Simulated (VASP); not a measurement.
# Se: single point with PBE

The system is Se.

```
Se
1.0
     2.43145    0.00000    0.00000
    -0.81048    2.29240    0.00000
    -0.81048   -1.14620    1.98527
Se
1
Direct
  0.00000 0.00000 0.00000
```

| Property | Result |
| --- | --- |
| Program | VASP 6.6.1 |
| Task | single point |
| Functional | PBE |
| Potentials or basis | VASP PAW PBE potentials, release 64 (Se) |
| Cutoff | 520 eV |
| k mesh | 16 × 16 × 16 |
| Occupations | fermi-dirac, width 0.1 eV |
| Spin | no spin polarisation |

```json
{"Pressure": "172.5 GPa", "Band gap on the k mesh": "zero (band 3 reaches 23.00 eV, above the bottom of band 4 at 6.96 eV)"}
```

Levels at points of the mesh, in eV from the Fermi level:
```tsv
k point	band 1	band 2	band 3	band 4	band 5	band 6	band 7	band 8
(0.00, 0.00, 0.00)	-24.09	7.57	7.57	7.57	13.98	13.98	13.98	17.80
(0.50, 0.00, 0.00)	-15.66	-13.36	0.47	3.97	7.21	8.04	22.07	23.98
(0.50, 0.50, 0.50)	-7.87	-6.50	-6.50	-6.50	0.18	0.18	30.31	30.31
```

Run time: 6.9 s on 1 thread of Intel(R) Xeon(R) Platinum 8375C CPU @ 2.90GHz (Ice Lake), on a shared host, peak memory 0.12 GiB.
